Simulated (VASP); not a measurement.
# O (Pm-3m) in VASP: notebook

O is run at these levels: PBEsol; tasks: single point.

Program: VASP 6.6.1. These are calculated values, not measurements. Logs are shortened: lines on timing, memory, paths and dates and some standing lists are left out, and cuts for length are marked.

**1. The cell of the first run**

The structure is cubic, space group Pm-3m (No. 221). The conventional cell has a = 1.699 Å, b = 1.699 Å, c = 1.699 Å, α = 90.00°, β = 90.00°, γ = 90.00°. O (site symmetry m-3m) has 6 O at 1.70 Å within 2.3 Å.

**2. Single point, PBEsol (volume scaled by 0.65)**

The input, INCAR:

```
ALGO     = Normal         # electronic algorithm
EDIFF    = 1E-6           # SCF threshold, eV
ENCUT    = 600            # plane-wave cutoff, eV
GGA      = PS             # functional
GGA_COMPAT= F            
ISIF     = 2              # what is computed and relaxed
ISMEAR   = -1             # smearing method
LASPH    = T              # aspherical terms in the spheres
LCHARG   = F              # write CHGCAR
LREAL    = F              # projectors in reciprocal space
LWAVE    = F              # write WAVECAR
NBANDS   = 9              # bands
NELM     = 120            # most SCF steps
PREC     = Accurate       # precision mode
SIGMA    = 0.05           # smearing width, eV
```

The input, KPOINTS:

```
k-points
0
Gamma
  16 16 16
```

The input, POSCAR:

```
O
1.0
    1.6994411214      0.0000000000      0.0000000000
    0.0000000000      1.6994411214      0.0000000000
    0.0000000000      0.0000000000      1.6994411214
O
1
Direct
    0.0000000000      0.0000000000      0.0000000000
```

Potentials or basis: VASP PAW PBE potentials, release 64 (O).

On the command line:

```bash
$ cat potpaw_PBE.64/O/POTCAR > POTCAR
$ mpirun -np 1 vasp_std > vasp.out
```

OUTCAR:

```text
EDIFF = 1E-6
   ENCUT = 600
   GGA = PS
   ISIF = 2
   ISMEAR = -1
   LASPH = T
   LREAL = F
   NELM = 120
   PREC = Accurate

 ion  position               nearest neighbor table
   1  0.000  0.000  0.000-

  LATTYP: Found a simple cubic cell.
 ALAT       =     1.6994411214

  Lattice vectors:

 A1 = (   1.6994411214,   0.0000000000,   0.0000000000)
 A2 = (   0.0000000000,   1.6994411214,   0.0000000000)
 A3 = (   0.0000000000,   0.0000000000,   1.6994411214)

Analysis of symmetry for initial positions (statically):
=====================================================================
 Subroutine PRICEL returns:
 Original cell was already a primitive cell.

 Routine SETGRP: Setting up the symmetry group for a
 simple cubic supercell.

 Subroutine GETGRP returns: Found 48 space group operations
 (whereof 48 operations were pure point group operations)
 out of a pool of 48 trial point group operations.

The static configuration has the point symmetry O_h .

Analysis of symmetry for dynamics (positions and initial velocities):
=====================================================================
 Subroutine PRICEL returns:
 Original cell was already a primitive cell.

 Routine SETGRP: Setting up the symmetry group for a
 simple cubic supercell.

 Subroutine GETGRP returns: Found 48 space group operations
 (whereof 48 operations were pure point group operations)
 out of a pool of 48 trial point group operations.

The dynamic configuration has the point symmetry O_h .

 Subroutine INISYM returns: Found 48 space group operations
 (whereof 48 operations are pure point group operations),
 and found     1 'primitive' translations

----------------------------------------------------------------------------------------

                                     Primitive cell

  volume of cell :       4.9082

  direct lattice vectors                    reciprocal lattice vectors
     1.699441121  0.000000000  0.000000000     0.588428741  0.000000000  0.000000000
     0.000000000  1.699441121  0.000000000     0.000000000  0.588428741  0.000000000
     0.000000000  0.000000000  1.699441121     0.000000000  0.000000000  0.588428741

  length of vectors
     1.699441121  1.699441121  1.699441121     0.588428741  0.588428741  0.588428741

  position of ions in fractional coordinates (direct lattice)
     0.000000000  0.000000000  0.000000000

  ion indices of the primitive-cell ions
   primitive index   ion index
                 1           1

----------------------------------------------------------------------------------------

 KPOINTS: k-points

Automatic generation of k-mesh.
 Grid dimensions read from file:
 generate k-points for:   16   16   16

 Generating k-lattice:

  Cartesian coordinates                     Fractional coordinates (reciprocal lattice)
     0.036776796  0.000000000  0.000000000     0.062500000  0.000000000  0.000000000
     0.000000000  0.036776796  0.000000000     0.000000000  0.062500000  0.000000000
     0.000000000  0.000000000  0.036776796     0.000000000  0.000000000  0.062500000

  Length of vectors
     0.036776796  0.036776796  0.036776796

  Shift w.r.t. Gamma in fractional coordinates (k-lattice)
     0.000000000  0.000000000  0.000000000

 Subroutine IBZKPT returns following result:
 ===========================================

 Found    165 irreducible k-points:

 Following reciprocal coordinates:
            Coordinates               Weight
  0.000000  0.000000  0.000000      1.000000
  0.062500  0.000000  0.000000      6.000000
  0.125000  0.000000  0.000000      6.000000
  0.187500  0.000000  0.000000      6.000000
  0.250000  0.000000  0.000000      6.000000
  0.312500  0.000000  0.000000      6.000000
[... 16 lines left out ...]
  0.437500  0.125000  0.000000     24.000000
  0.500000  0.125000  0.000000     12.000000
 [... further k-points ...]
   k-points           NKPTS =    165   k-points in BZ     NKDIM =    165   number of bands    NBANDS=      9
   number of dos      NEDOS =    301   number of ions     NIONS =      1
   total plane-waves  NPLWV =   2744
   dimension x,y,z NGX =    14 NGY =   14 NGZ =   14
   dimension x,y,z NGXF=    28 NGYF=   28 NGZF=   28
   ions per type =               1
   NGX,Y,Z   is equivalent  to a cutoff of  13.70, 13.70, 13.70 a.u.
   NGXF,Y,Z  is equivalent  to a cutoff of  27.39, 27.39, 27.39 a.u.
 SYSTEM =  unknown system
   PREC   = accura    normal or accurate (medium, high low for compatibility)
   ISTART =      0    job   : 0-new  1-cont  2-samecut
   ICHARG =      2    charge: 1-file 2-atom 10-const
   ISPIN  =      1    spin polarized calculation?
   LNONCOLLINEAR =      F non collinear calculations
   LSORBIT =      F    spin-orbit coupling
   LASPH  =      T    aspherical Exc in radial PAW
   ENCUT  =  600.0 eV  44.10 Ry    6.64 a.u.   3.39  3.39  3.39*2*pi/ulx,y,z
   NELM   =    120;   NELMIN=  2; NELMDL= -5     # of ELM steps
   EDIFF  = 0.1E-05   stopping-criterion for ELM
   LREAL  =      F    real-space projection
   EDIFFG = 0.1E-04   stopping-criterion for IOM
   NSW    =      0    number of steps for IOM
   IBRION =     -1    ionic relax: 0-MD 1-quasi-New 2-CG
   NFREE  =      0    steps in history (QN), initial steepest desc. (CG)
   ISIF   =      2    stress and relaxation
   ISYM   =      2    0-nonsym 1-usesym 2-fastsym
   POTIM  = 0.5000    time-step for ionic-motion
   TEBEG  =    0.0;   TEEND  =   0.0 temperature during run
   PSTRESS=    0.0 pullay stress
   NELECT =       6.0000    total number of electrons
   NUPDOWN=      -1.0000    fix difference up-down
   EMIN   =  10.00;   EMAX   =-10.00  energy-range for DOS
   EFERMI =   0.00;   METHOD = LEGACY
   ISMEAR =    -1;   SIGMA  =   0.05  broadening in eV -4-tet -1-fermi 0-gaus
   EFERMI_NEDOS =   21; number of points for ismear=-14 and -15
   IALGO  =     38    algorithm
   IMIX   =      4    mixing-type and parameters
     AMIX     =   0.40;   BMIX     =  1.00
     AMIX_MAG =   1.60;   BMIX_MAG =  1.00
  volume/ion in A,a.u.               =       4.91        33.12
  Fermi-wavevector in a.u.,A,eV,Ry     =   1.750461  3.307892 41.689802  3.064114
  Thomas-Fermi vector in A             =   2.821176
   LORBIT       =      0    0 simple, 1 ext, 2 COOP (PROOUT), +10 PAW based schemes
   GGA     = PS    functional components
   LHFCALC =     F    Hartree Fock is set to
   AEXX    =    0.0000 exact exchange contribution
   IVDW    =     0    specifies the selected vdW correction
   LEPSILON=     F    determine dielectric tensor
   LRPA    =     F    only Hartree local field effects (RPA)
 non-spin polarized calculation
  energy-cutoff  :      600.00
  volume of cell :        4.91
 maximum number of plane-waves:       174
 NGX is ok and might be reduce to    14
   NGX =  7   NGY =  7   NGZ =  7

 number of electron       5.9999994 magnetization

 Free energy of the ion-electron system (eV)
  ---------------------------------------------------
  ext. energy  EPLUGINS =         0.00000000
  ---------------------------------------------------
  free energy    TOTEN  =        -2.25028145 eV

  energy without entropy =       -2.24896371  energy(sigma->0) =       -2.24962258

 E-fermi :  10.9557     XC(G=0): -15.0989

 val. band max:       10.8351082855   @ k =   0.4375   0.4375   0.2500
 cond. band min:      10.9578912127   @ k =   0.5000   0.4375   0.2500
 fundamental gap:      0.1227829272
 Fermi energy:        10.9556662569

 k-point     1 :       0.0000    0.0000    0.0000
  band No.  band energies     occupation
      1     -19.0676      2.00000
      2      12.5326      0.00000
      3      12.5326      0.00000
      4      12.5326      0.00000
      5      33.7830      0.00000
      6      40.8022      0.00000
      7      40.8022      0.00000
      8      67.9127      0.00000
      9      67.9127      0.00000

 k-point     2 :       0.0625    0.0000    0.0000
  band No.  band energies     occupation
      1     -18.9122      2.00000
      2      11.7996      0.00000
      3      12.6017      0.00000
      4      12.6017      0.00000
      5      33.9366      0.00000
      6      40.9883      0.00000
      7      41.4256      0.00000
      8      67.3579      0.00000
      9      67.3579      0.00000

 k-point     3 :       0.1250    0.0000    0.0000
  band No.  band energies     occupation
      1     -18.4488      2.00000
      2       9.8571      2.00000
      3      12.8011      0.00000
      4      12.8011      0.00000
      5      34.3190      0.00000
      6      41.5436      0.00000
      7      43.0107      0.00000
      8      65.8014      0.00000
      9      65.8014      0.00000

 k-point     4 :       0.1875    0.0000    0.0000
  band No.  band energies     occupation
      1     -17.6865      2.00000
      2       7.2101      2.00000
      3      13.1078      0.00000
      4      13.1078      0.00000
      5      34.8296      0.00000
      6      42.4573      0.00000
      7      44.8435      0.00000
      8      63.5950      0.00000
      9      63.5950      0.00000
[... 205 lines left out ...]
 k-point    22 :       0.3750    0.1250    0.0000
  band No.  band energies     occupation
      1     -13.3570      2.00000
      2      -0.7909      2.00000
      3      12.1101      0.00000
      4      14.4504      0.00000
      5      35.1731      0.00000
      6      46.4092      0.00000
      7      48.4917      0.00000
      8      54.6301      0.00000
      9      57.9307      0.00000

 k-point    23 :       0.4375    0.1250    0.0000
  band No.  band energies     occupation
      1     -12.0484      2.00000
      2      -2.8558      2.00000
      3      12.4423      0.00000
      4      14.6829      0.00000
      5      35.0814      0.00000
      6      46.7102      0.00000
      7      49.6801      0.00000
      8      52.8600      0.00000
      9      56.8756      0.00000

 k-point    24 :       0.5000    0.1250    0.0000
  band No.  band energies     occupation
      1     -11.4413      2.00000
      2      -3.7192      2.00000
      3      12.5627      0.00000
      4      14.7661      0.00000
      5      35.0349      0.00000
      6      46.7807      0.00000
      7      51.1587      0.00000
      8      51.2176      0.00000
      9      56.5107      0.00000

 [... further k-points ...]

------------------------ aborting loop because EDIFF is reached ----------------------------------------

  FORCE on cell =-STRESS in cart. coord.  units (eV):
  Direction    XX          YY          ZZ          XY          YZ          ZX
  --------------------------------------------------------------------------------------
  -------------------------------------------------------------------------------------
  Total        6.7093505      6.7093505      6.7093505     -0.0000000      0.0000000     -0.0000000
  in kB     2190.1441163   2190.1441163   2190.1441163     -0.0000000      0.0000000     -0.0000000
  external PRESSURE =    2190.1441163 kB  Pullay stress =       0.0000000 kB

 VOLUME and BASIS-vectors are now :
 -----------------------------------------------------------------------------
  energy-cutoff  :      600.00
  volume of cell :        4.91
      direct lattice vectors                 reciprocal lattice vectors
     1.699441121  0.000000000  0.000000000     0.588428741  0.000000000  0.000000000
     0.000000000  1.699441121  0.000000000     0.000000000  0.588428741  0.000000000
     0.000000000  0.000000000  1.699441121     0.000000000  0.000000000  0.588428741

 POSITION                                       TOTAL-FORCE (eV/Angst)
 -----------------------------------------------------------------------------------
      0.00000      0.00000      0.00000         0.000000      0.000000      0.000000
 -----------------------------------------------------------------------------------
    total drift:                               -0.000000     -0.000000     -0.000000

  FREE ENERGIE OF THE ION-ELECTRON SYSTEM (eV)
  ---------------------------------------------------
  free  energy   TOTEN  =        -2.2502814461 eV

  energy  without entropy=       -2.2489637094  energy(sigma->0) =       -2.24962258
```

Wall time 4.6 s (1 thread of Intel Xeon 6455B, shared host); peak memory 0.11 GiB.

What came out:

| Item | Value |
| --- | --- |
| Free energy | -2.2503 eV |
| Pressure | 219.0 GPa |
| Band gap on the k mesh | zero (band 3 reaches 14.54 eV, above the bottom of band 4 at 4.34 eV) |

Levels at points of the mesh, in eV from the Fermi level:
| k point | band 1 | band 2 | band 3 | band 4 | band 5 | band 6 | band 7 | band 8 |
| --- | --- | --- | --- | --- | --- | --- | --- | --- |
| (0.00, 0.00, 0.00) | -30.02 | 1.58 | 1.58 | 1.58 | 22.83 | 29.85 | 29.85 | 56.96 |
| (0.50, 0.00, 0.00) | -22.96 | -15.22 | 3.59 | 3.59 | 26.37 | 35.16 | 38.21 | 44.81 |
| (0.50, 0.50, 0.00) | -16.41 | -10.33 | -10.33 | 5.22 | 10.88 | 39.91 | 39.91 | 45.70 |
| (0.50, 0.50, 0.50) | -10.22 | -6.61 | -6.61 | -6.61 | 21.08 | 21.08 | 21.08 | 27.24 |

Caveat: the PAW data sets were made with another functional, which shifts forces and pressure a little.

**3. Single point, PBEsol (volume scaled by 0.65)**

The input, INCAR:

```
SYSTEM = O
PREC = Accurate
ENCUT = 600
EDIFF = 1E-6
ISMEAR = -1
SIGMA = 0.05
LREAL = .FALSE.
LASPH = .TRUE.
NELM = 120
ALGO = Normal
ISIF = 2
LWAVE = .FALSE.
LCHARG = .TRUE.
GGA = PS
LELF = .TRUE.
LVHAR = .TRUE.
NBANDS = 9
GGA_COMPAT = .FALSE.
```

The input, KPOINTS:

```
regular mesh
0
G
  16 16 16
  0 0 0
```

POSCAR is that of step 2.

Potentials or basis: VASP PAW PBE potentials, release 64 (O).

On the command line:

```bash
$ cat potpaw_PBE.64/O/POTCAR > POTCAR
$ mpirun -np 1 vasp_std > vasp.out
```

Wall time 4.4 s (1 thread of Intel Xeon 6455B, shared host); peak memory 0.11 GiB.

Results (log left out):

```
Free energy            : -2.2503 eV
Pressure               : 219.0 GPa
Band gap on the k mesh : zero (band 3 reaches 14.54 eV, above the bottom of band 4 at 4.34 eV)
```

Levels at points of the mesh, in eV from the Fermi level:
```tsv
k point	band 1	band 2	band 3	band 4	band 5	band 6	band 7	band 8
(0.00, 0.00, 0.00)	-30.02	1.58	1.58	1.58	22.83	29.85	29.85	56.96
(0.50, 0.00, 0.00)	-22.96	-15.22	3.59	3.59	26.37	35.16	38.21	44.81
(0.50, 0.50, 0.00)	-16.41	-10.33	-10.33	5.22	10.88	39.91	39.91	45.70
(0.50, 0.50, 0.50)	-10.22	-6.61	-6.61	-6.61	21.08	21.08	21.08	27.24
```

Caveat: the PAW data sets were made with another functional, which shifts forces and pressure a little.

**4. Single point, PBEsol (volume scaled by 0.75)**

The input, INCAR:

```
PREC     = Accurate       # precision mode
ENCUT    = 600            # plane-wave cutoff, eV
EDIFF    = 1E-6           # SCF threshold, eV
ISMEAR   = -1             # smearing method
SIGMA    = 0.05           # smearing width, eV
LREAL    = F              # projectors in reciprocal space
LASPH    = T              # aspherical terms in the spheres
NELM     = 120            # most SCF steps
ALGO     = Normal         # electronic algorithm
ISIF     = 2              # what is computed and relaxed
LWAVE    = F              # write WAVECAR
LCHARG   = F              # write CHGCAR
GGA      = PS             # functional
NBANDS   = 9              # bands
GGA_COMPAT= F
```

The input, KPOINTS:

```
regular mesh
0
Gamma
  16 16 16
```

The input, POSCAR:

```
O
1.0
    1.7824694354      0.0000000000      0.0000000000
    0.0000000000      1.7824694354      0.0000000000
    0.0000000000      0.0000000000      1.7824694354
O
1
Direct
    0.0000000000      0.0000000000      0.0000000000
```

On the command line:

```bash
$ cat potpaw_PBE.64/O/POTCAR > POTCAR
$ mpirun -np 1 vasp_std > vasp.out
```

Run time: 4.8 s. Hardware: 1 thread of Intel Xeon 6455B, shared host; peak memory 0.11 GiB.

The run converged. Its results:

```yaml
Free_energy: -2.9990 eV
Pressure: 107.9 GPa
Band_gap_on_the_k_mesh: zero (band 3 reaches 11.10 eV, above the bottom of band 4 at 2.50 eV)
```

Levels at points of the mesh, in eV from the Fermi level:
```
           k point  band 1  band 2  band 3  band 4  band 5  band 6  band 7
(0.00, 0.00, 0.00)  -27.16    1.50    1.50    1.50   20.43   29.04   29.04
(0.50, 0.00, 0.00)  -21.35  -12.71    3.14    3.14   24.61   31.80   36.60
(0.50, 0.50, 0.00)  -16.08   -8.57   -8.57    4.47   11.86   36.93   36.93
(0.50, 0.50, 0.50)  -11.20   -5.46   -5.46   -5.46   21.11   21.11   21.11
```

Caveat: the PAW data sets were made with another functional, which shifts forces and pressure a little.
